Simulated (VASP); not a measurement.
Wanted: the native input for a VASP 6.6.1 run.

| Property | Result |
| --- | --- |
| Task | single point |
| Functional | r2SCAN |
| Potentials or basis | VASP PAW PBE potentials, release 64 (Al, N) |
| Cutoff | 520 eV |
| k mesh | 12 × 12 × 6 |
| Occupations | gaussian, width 0.05 eV |
| Spin | no spin polarisation |
| Dipole correction | no |
| Further INCAR settings | ALGO = Normal; EDIFF = 1e-06; NBANDS = 16 |

Crystal: AlN.

```
Al N
1.0
     2.85813    0.00000    0.00000
    -1.42907    2.47522    0.00000
     0.00000    0.00000    4.77927
Al N
2 2
Cartesian
  0.0000 1.6501 0.0081
  1.4291 0.8251 2.3977
  0.0000 1.6501 1.8319
  1.4291 0.8251 4.2216
```

This cell differs from its parent crystal: strain -0.080 along x and y, -0.040 along z.

One way to write it, as run:

POSCAR

```
AlN
1.0
    2.8581321112      0.0000000000      0.0000000000
   -1.4290660556      2.4752150157      0.0000000000
    0.0000000000      0.0000000000      4.7792686492
Al N
2 2
Direct
    0.3333333333      0.6666666667      0.0016929024
    0.6666666667      0.3333333333      0.5016929024
    0.3333333333      0.6666666667      0.3833070976
    0.6666666667      0.3333333333      0.8833070976
```

INCAR.step1

```
PREC     = Accurate       # precision mode
ENCUT    = 520            # plane-wave cutoff, eV
ISMEAR   = 0              # smearing method
SIGMA    = 0.05           # smearing width, eV
LREAL    = False          # projectors in reciprocal space
LASPH    = True           # aspherical terms in the spheres
NELM     = 80             # most SCF steps
NBANDS   = 16             # bands
GGA      = PE             # functional
ALGO     = Normal         # electronic algorithm
EDIFF    = 1E-4           # SCF threshold, eV
LWAVE    = True           # write WAVECAR
LCHARG   = False          # write CHGCAR
```

INCAR.step2

```
PREC     = Accurate       # precision mode
ENCUT    = 520            # plane-wave cutoff, eV
EDIFF    = 1E-6           # SCF threshold, eV
ISMEAR   = 0              # smearing method
SIGMA    = 0.05           # smearing width, eV
LREAL    = False          # projectors in reciprocal space
LASPH    = True           # aspherical terms in the spheres
NELM     = 80             # most SCF steps
ALGO     = Normal         # electronic algorithm
ISIF     = 2              # what is computed and relaxed
LWAVE    = False          # write WAVECAR
LCHARG   = False          # write CHGCAR
METAGGA  = R2SCAN         # meta-GGA
LMIXTAU  = True         
NBANDS   = 16             # bands
ISTART   = 1
```

KPOINTS

```
regular mesh
0
Gamma
  12 12 6
```

Potentials or basis: VASP PAW PBE potentials, release 64 (Al, N).

Command:

```sh
$ cat potpaw_PBE.64/Al/POTCAR potpaw_PBE.64/N/POTCAR > POTCAR
$ cp INCAR.step1 INCAR
$ mpirun -np 1 vasp_std > vasp.out
$ cp INCAR.step2 INCAR
$ mpirun -np 1 vasp_std > vasp.out
```

It gave:

```json
{
  "Pressure": "66.7 GPa",
  "Largest force": "0.985 eV/Å",
  "Band gap on the k mesh": "5.81 eV, indirect (least direct gap 7.07 eV)"
}
```

Caveat: the cell differs from its parent crystal (strain -0.080 along x and y, -0.040 along z); the PAW data sets were made with another functional, which shifts forces and pressure a little.

Wall time 48 s on 1 thread of Intel(R) Xeon(R) 6975P-C (Granite Rapids) (shared host), peak memory 0.17 GiB.
